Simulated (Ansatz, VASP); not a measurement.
# One calculation of PbO2, two programs

```
Pb O
1.0
     5.08352    0.00000    0.00000
     0.00000    5.08352    0.00000
     0.00000    0.00000    3.35131
Pb O
2 4
Direct
  0.00000 0.00000 0.00000
  0.50000 0.50000 0.50000
  0.30774 0.30774 0.00000
  0.19226 0.80774 0.50000
  0.80774 0.19226 0.50000
  0.69226 0.69226 0.00000
```

Change from the starting cell: epitaxial_xy strain +2.0%.

Alike in both runs: task single point; functional r2SCAN; k mesh 6 × 6 × 8; occupations fermi-dirac, width 0.02 eV; no spin polarisation.

```csv
,VASP,Ansatz
version,VASP 6.6.1,Ansatz 0.2.0
potentials or method,"VASP PAW PBE potentials, release 64 (Pb_d, O)","plane waves, PAW"
plane-wave cutoff (eV),520,500
valence electrons in the cell,52,52
```

```csv
,VASP,Ansatz,Ansatz less VASP
pressure (GPa),-1.2,-2.1,-0.84
"traceless stress, the component that is largest in VASP (GPa)",2.22,1.92,-0.305
rms of the force components (eV/Å),0.009,0.004,-0.0056
```

VASP's potentials were made for PBE, not for r2SCAN. Atom by atom the forces differ by 0.013 eV/Å (rms over components).

Spin-orbit coupling is off throughout.
